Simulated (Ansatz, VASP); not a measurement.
## La in VASP and in Ansatz

The input INCAR:

```
PREC = Accurate
ENCUT = 520
EDIFF = 1E-8
ISMEAR = -1
SIGMA = 0.05
LREAL = False
LASPH = True
NELM = 80
ALGO = Normal
ISIF = 2
LWAVE = False
LCHARG = False
LEFG = True
NBANDS = 18
```

Contents of KPOINTS:

```
Automatic mesh
0
Gamma
  11 11 6
```

POSCAR

```
La
1.0
    3.7374601441      0.0000000000      0.0000000000
   -1.8687300720      3.2367354304      0.0000000000
    0.0000000000      0.0000000000      6.0496988450
La
2
Direct
    0.3333333333      0.6666666667      0.2500000000
    0.6666666667      0.3333333333      0.7500000000
```

Input for Ansatz:

```yaml
crystal:
  lattice:
    - [3.7374601441, 0.0, 0.0]
    - [-1.868730072, 3.2367354304, 0.0]
    - [0.0, 0.0, 6.049698845]
  atoms:
    - { symbol: La, position: [0.3333333333, 0.6666666667, 0.25] }
    - { symbol: La, position: [0.6666666667, 0.3333333333, 0.75] }
kpoints:
  mp_grid: { grid: [11, 11, 6] }
scf:
  occupations: { method: fermi_dirac, width: 0.05 }
hamiltonian:
  xc: lda
  pseudopotentials: { kind: all_electron, datasets: crystal }
output:
  forces: true
  stress: true
  eigenvalues: true
  efg: { contact_densities: true }
```

Change from the starting cell: volume scaled by 0.99, crystal datasets.

Alike in both runs: task electric field gradients; functional LDA; k mesh 11 × 11 × 6; occupations fermi-dirac, width 0.05 eV; no spin polarisation.

```csv
,VASP,Ansatz
version,VASP 6.6.1,Ansatz 0.2.0
potentials or method,"VASP PAW LDA potentials, release 64 (La), cutoff 520 eV","all-electron PAW with datasets made for the crystal, scalar-relativistic"
```

|  | VASP | Ansatz | Ansatz less VASP |
| --- | --- | --- | --- |
| pressure (GPa) | -2.9 | -2.8 | +0.09 |
| traceless stress, the component that is largest in VASP (GPa) | -0.07 | -0.06 | +0.009 |
| size of Vzz on the site where it differs most (V/Å²) | 10.8 | 9.5 | -1.28 |

LDA's correlation is that of Perdew and Zunger in VASP and of Perdew and Wang (1992) in Ansatz. Ansatz ran all-electron here, and VASP with PAW potentials.

Spin-orbit coupling is off throughout.
